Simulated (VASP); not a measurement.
# CuGe4 in VASP: a series of runs, part 2 of 2

VASP 6.6.1. The steps go on from the part before.

## (3) Single point, PBE+D3(BJ)

INCAR

```
SYSTEM = CuGe4
PREC = Accurate
ENCUT = 520
EDIFF = 1E-6
ISMEAR = 0
SIGMA = 0.1
LREAL = .False.
LASPH = .True.
NELM = 100
ALGO = Normal
ISIF = 2
LWAVE = .False.
LCHARG = .False.
LDIPOL = .True.
IDIPOL = 3
DIPOL = 0.5 0.5 0.328
GGA = PE
IVDW = 12
NBANDS = 42
```

KPOINTS

```
Automatic mesh
0
Gamma
  9 9 1
  0 0 0
```

POSCAR

```
CuGe4
1.0
    4.0303587907      0.0000000000      0.0000000000
   -2.0151793953      3.4903930991      0.0000000000
    0.0000000000      0.0000000000     21.5984135941
Ge Cu
4 1
Direct
    0.3333333333      0.6666666667      0.1851987871
    0.0000000000      0.0000000000      0.2232892486
    0.0000000000      0.0000000000      0.3443139717
    0.6666666667      0.3333333333      0.3795840634
    0.7777777778      0.7777777778      0.5092232143
```

Potentials or basis: VASP PAW PBE potentials, release 64 (Ge_d, Cu).

Started as:

```console
$ cat potpaw_PBE.64/Ge_d/POTCAR potpaw_PBE.64/Cu/POTCAR > POTCAR
$ mpirun -np 1 vasp_std > vasp.out
```

OUTCAR:

```text
SYSTEM = CuGe4
   PREC = Accurate
   ENCUT = 520
   EDIFF = 1E-6
   ISMEAR = 0
   LREAL = .False.
   LASPH = .True.
   NELM = 100
   ISIF = 2
   GGA = PE
   IVDW = 12
 IVDW          = 12

 ion  position               nearest neighbor table
   1  0.333  0.667  0.185-   2 2.47   2 2.47   2 2.47
   2  0.000  0.000  0.223-   1 2.47   1 2.47   1 2.47   3 2.61
   3  0.000  0.000  0.344-   4 2.45   4 2.45   4 2.45   2 2.61
   4  0.667  0.333  0.380-   3 2.45   3 2.45   3 2.45
   5  0.778  0.778  0.509-

  LATTYP: Found a hexagonal cell.
 ALAT       =     4.0303587907
 C/A-ratio  =     5.3589307344

  Lattice vectors:

 A1 = (   4.0303587907,   0.0000000000,   0.0000000000)
 A2 = (  -2.0151793953,   3.4903930991,   0.0000000000)
 A3 = (   0.0000000000,   0.0000000000,  21.5984135941)

Analysis of symmetry for initial positions (statically):
=====================================================================
 Subroutine PRICEL returns:
 Original cell was already a primitive cell.

 Routine SETGRP: Setting up the symmetry group for a
 hexagonal supercell.

 Subroutine GETGRP returns: Found  1 space group operations
 (whereof  1 operations were pure point group operations)
 out of a pool of 24 trial point group operations.

The static configuration has the point symmetry C_1 .

Analysis of symmetry for dynamics (positions and initial velocities):
=====================================================================
 Subroutine PRICEL returns:
 Original cell was already a primitive cell.

 Routine SETGRP: Setting up the symmetry group for a
 hexagonal supercell.

 Subroutine GETGRP returns: Found  1 space group operations
 (whereof  1 operations were pure point group operations)
 out of a pool of 24 trial point group operations.

The dynamic configuration has the point symmetry C_1 .

 Subroutine INISYM returns: Found  1 space group operations
 (whereof  1 operations are pure point group operations),
 and found     1 'primitive' translations
[... 128 lines left out ...]
   AEXX    =    0.0000 exact exchange contribution
   IVDW    =    12    specifies the selected vdW correction
   LEPSILON=     F    determine dielectric tensor
   LRPA    =     F    only Hartree local field effects (RPA)
 non-spin polarized calculation
 Gauss-broadening in eV      SIGMA  =   0.10
  energy-cutoff  :      520.00
  volume of cell :      303.84
 maximum number of plane-waves:      8229
 NGX is ok and might be reduce to    30
   NGX = 15   NGY = 15   NGZ = 81

 dipolmoment           0.000000      0.000000      0.122407 electrons x Angstroem

 number of electron      67.0000021 magnetization

 dipolmoment           0.000000      0.000000     -0.009683 electrons x Angstroem

 Free energy of the ion-electron system (eV)
  ---------------------------------------------------
  ext. energy  EPLUGINS =         0.00000000
  ---------------------------------------------------
  free energy    TOTEN  =       -17.95293824 eV

  energy without entropy =      -17.92942622  energy(sigma->0) =      -17.94118223

 E-fermi :  -1.3344     XC(G=0):  -4.5758

 val. band max:       -1.3442919190   @ k =   0.4444   0.3333   0.0000
 cond. band min:      -1.3259387647   @ k =  -0.4444   0.3333   0.0000
 fundamental gap:      0.0183531543
 Fermi energy:        -1.3343852175

 k-point     1 :       0.0000    0.0000    0.0000
  band No.  band energies     occupation
      1     -25.8153      2.00000
      2     -25.8132      2.00000
      3     -25.7756      2.00000
      4     -25.7594      2.00000
      5     -25.7546      2.00000
      6     -25.6805      2.00000
[... 1069 lines left out ...]
     41       3.7066      0.00000
     42       4.4133      0.00000

 [... further k-points ...]

------------------------ aborting loop because EDIFF is reached ----------------------------------------

 vacuum level on the upper side and lower side of the slab       (xc-potential included)        -0.216        -0.024

 Edisp (eV)   -1.19941

 E8    (eV) :    -0.5525

  FORCE on cell =-STRESS in cart. coord.  units (eV):
  Direction    XX          YY          ZZ          XY          YZ          ZX
  --------------------------------------------------------------------------------------
  -------------------------------------------------------------------------------------
  Total      -1.51301    -2.06082    -2.86847     0.33297    -0.67385     0.16219
  in kB      -7.97833   -10.86704   -15.12589     1.75580    -3.55332     0.85524
  external pressure =      -11.32 kB  Pullay stress =        0.00 kB

 VOLUME and BASIS-vectors are now :
 -----------------------------------------------------------------------------
  energy-cutoff  :      520.00
  volume of cell :      303.84
      direct lattice vectors                 reciprocal lattice vectors
     4.030358791  0.000000000  0.000000000     0.248116868  0.143250341  0.000000000
    -2.015179395  3.490393099  0.000000000     0.000000000  0.286500681  0.000000000
     0.000000000  0.000000000 21.598413594     0.000000000  0.000000000  0.046299697

 POSITION                                       TOTAL-FORCE (eV/Angst)
 -----------------------------------------------------------------------------------
     -0.00000      2.32693      4.00000        -0.010800     -0.064398      0.172586
      0.00000      0.00000      4.82269         0.006474      0.068641     -0.016151
      0.00000      0.00000      7.43664         0.024008     -0.000761     -0.190958
      2.01518      1.16346      8.19841        -0.076640      0.249508      0.859830
      1.56736      2.71475     10.99841         0.056959     -0.252991     -0.825308
 -----------------------------------------------------------------------------------
    total drift:                                0.000611      0.001145      0.001081

  FREE ENERGIE OF THE ION-ELECTRON SYSTEM (eV)
  ---------------------------------------------------
  free  energy   TOTEN  =       -19.1523449068 eV

  energy  without entropy=      -19.1288328883  energy(sigma->0) =      -19.14058890

 vacuum level on the upper side and lower side of the slab         3.026         3.258
```

OSZICAR:

```text
N       E                     dE             d eps       ncg     rms          rms(c)
DAV:   1     0.613232744221E+03    0.61323E+03   -0.33600E+04  4210   0.266E+03
DAV:   2     0.866921290162E+02   -0.52654E+03   -0.51350E+03  3684   0.718E+02
DAV:   3    -0.125212552347E+02   -0.99213E+02   -0.97499E+02  4718   0.209E+02
[... 19 lines left out ...]
DAV:  23    -0.179529278825E+02   -0.10200E-04   -0.15075E-06  2744   0.159E-02    0.514E-04
DAV:  24    -0.179529348954E+02   -0.70129E-05   -0.97744E-07  2516   0.163E-02    0.178E-03
DAV:  25    -0.179529360480E+02   -0.11526E-05   -0.25919E-07  2662   0.760E-03    0.865E-04
DAV:  26    -0.179529376065E+02   -0.15586E-05   -0.20176E-07  2428   0.866E-03    0.304E-04
DAV:  27    -0.179529382390E+02   -0.63249E-06   -0.11237E-07  2588   0.773E-03
   1 F= -.19152345E+02 E0= -.19140589E+02  d E =-.235120E-01
```

stdout:

```text
POSCAR found type information on POSCAR GeCu
 POSCAR found :  2 types and       5 ions
 scaLAPACK will be used
 LDA part: xc-table for (Slater+PW92), standard interpolation
 POSCAR, INCAR and KPOINTS ok, starting setup
 FFT: planning ... GRIDC
 FFT: planning ... GRID_SOFT
 FFT: planning ... GRID
 WAVECAR not read
 entering main loop
```

Wall time 21 min (1 thread of Intel Xeon Platinum 8488C (Sapphire Rapids), shared host); peak memory 0.67 GiB.

What came out:

```yaml
Free_energy: -19.1523 eV
Largest_force: 0.899 eV/Å
Band_gap_on_the_k_mesh: zero (an odd number of electrons rules out a gap without spin polarisation)
Dispersion_energy_per_atom: -0.240 eV
```

Forces on the atoms (eV/Å):
```
Ge  -0.011 -0.064  0.173
Ge   0.006  0.069 -0.016
Ge   0.024 -0.001 -0.191
Ge  -0.077  0.250  0.860
Cu   0.057 -0.253 -0.825
```

Levels at points of the mesh, in eV from the Fermi level:
```
           k point  band 29  band 30  band 31  band 32  band 33  band 34  band 35  band 36  band 37  band 38
(0.00, 0.00, 0.00)    -1.01    -0.95    -0.57    -0.54     0.03     0.04     0.68     1.15     1.75     3.65
```

The gap in the log of VASP goes by the Fermi energy; the results here count the filled bands.